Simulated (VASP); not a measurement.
Ni4N:

```
Ni N
1.0
     3.71514    0.00000    0.00000
     0.00000    3.71514    0.00000
     0.00000    0.00000    3.71514
Ni N
4 1
Cartesian
  0.0000 0.0000 0.0000
  1.8576 1.8576 0.0000
  0.0000 1.8576 1.8576
  1.8576 0.0000 1.8576
  1.8576 1.8576 1.8576
```

Base run:

* Program: VASP 6.6.1
* Functional: BLYP
* Potentials or basis: VASP PAW PBE potentials, release 64 (Ni, N)
* Cutoff: 600 eV
* k mesh: 6 × 6 × 6
* Occupations: fermi-dirac, width 0.1 eV
* Spin: collinear spin, ferromagnetic start
* Starting moments: [1.5, 1.5, 1.5, 1.5, 0.0] μB

Its results: pressure 13.0 GPa; net moment 1.21 μB per cell; site moments Ni +0.60, +0.20 (each value once); N +0.02 μB.

Problem. The run is repeated on the same cell with these changes: functional from BLYP to r2SCAN; cutoff from 600 eV to 660 eV. What comes out?

Solution. Pressure -3.6 GPa; net moment 1.89 μB per cell; site moments Ni +0.79, +0.38 (each value once); N +0.04 μB.

Caveats: the PAW data sets were made with another functional, which shifts forces and pressure a little; the cell stands under pressure (at least some runs); the cell stands under tension (at least some runs).
